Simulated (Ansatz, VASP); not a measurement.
**One calculation of HfN, two programs**

```
Hf N
1.0
     0.00000    2.34285    2.34285
     2.34285    0.00000    2.34285
     2.34285    2.34285    0.00000
Hf N
1 1
Direct
  0.00000 0.00000 0.00000
  0.50000 0.50000 0.50000
```

Alike in both runs: task single point; functional PBE; k mesh 12 × 12 × 12; occupations gaussian, width 0.05 eV; no spin polarisation.

|  | VASP | Ansatz |
| --- | --- | --- |
| version | VASP 6.6.1 | Ansatz 0.2.0 |
| potentials or method | VASP PAW PBE potentials, release 64 (Hf_pv, N), cutoff 520 eV | scalar-relativistic, plane waves, PAW |
| valence electrons in the cell | 15 | 31 |

VASP gave:

| Quantity | Value |
| --- | --- |
| gap on the k mesh at the Fermi level (eV) | none |
| pressure (GPa) | -21.6 |

Question: What did Ansatz give for the same quantities?

Answer: gap on the k mesh at the Fermi level (eV): none; pressure (GPa): -19.6.

A gap of «none» marks a metal or a gap that the smearing closes. VASP's potentials hold 15 valence electrons a cell and Ansatz's 31, so a difference there can come from the potentials and not from the codes.

Neither program's run includes spin-orbit coupling.
